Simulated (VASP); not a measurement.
Write the native input for VASP 6.6.1 that does the following.

- Task: single point
- Functional: LDA
- Potentials or basis: VASP PAW LDA potentials, release 64 (Rh_sv_GW)
- Cutoff: 620 eV
- k mesh: 10 × 10 × 3
- Occupations: fermi-dirac, width 0.05 eV
- Spin: no spin polarisation
- Dipole correction: no
- Further INCAR settings: ALGO = Normal; EDIFF = 1e-06; NBANDS = 42

The structure of Rh lies in POSCAR:

```
Rh
1.0
    2.6367956380      0.0000000000      0.0000000000
   -1.3183978190      2.2835320057      0.0000000000
    0.0000000000      0.0000000000      8.6184672829
Rh
4
Direct
    0.0000000000      0.0000000000      0.0000000000
    0.3333333333      0.6666666667      0.2500000000
    0.0000000000      0.0000000000      0.5000000000
    0.6666666667      0.3333333333      0.7500000000
```

This isn't the form of Rh at room conditions, which is fcc.

One way to write it, as run:

INCAR

```
PREC = Accurate
ENCUT = 620
EDIFF = 1E-6
ISMEAR = -1
SIGMA = 0.05
LREAL = F
LASPH = T
NELM = 120
ALGO = Normal
ISIF = 2
LWAVE = F
LCHARG = F
GGA = CA
NBANDS = 42
GGA_COMPAT = F
```

KPOINTS

```
Automatic mesh
0
Gamma
  10 10 3
```

Potentials or basis: VASP PAW LDA potentials, release 64 (Rh_sv_GW).

Launch:

```bash
$ cat potpaw_LDA.64/Rh_sv_GW/POTCAR > POTCAR
$ mpirun -np 1 vasp_std > vasp.out
```

Results of the run:

| Item | Value |
| --- | --- |
| Pressure | 7.4 GPa |
| Band gap on the k mesh | zero (bands 34 and 35 overlap by 2.05 eV) |

Caveat: the cell stands under pressure.

Run time: 54 s on 1 thread of Intel(R) Xeon(R) 6975P-C (Granite Rapids), with other jobs on the host, peak memory 0.21 GiB.
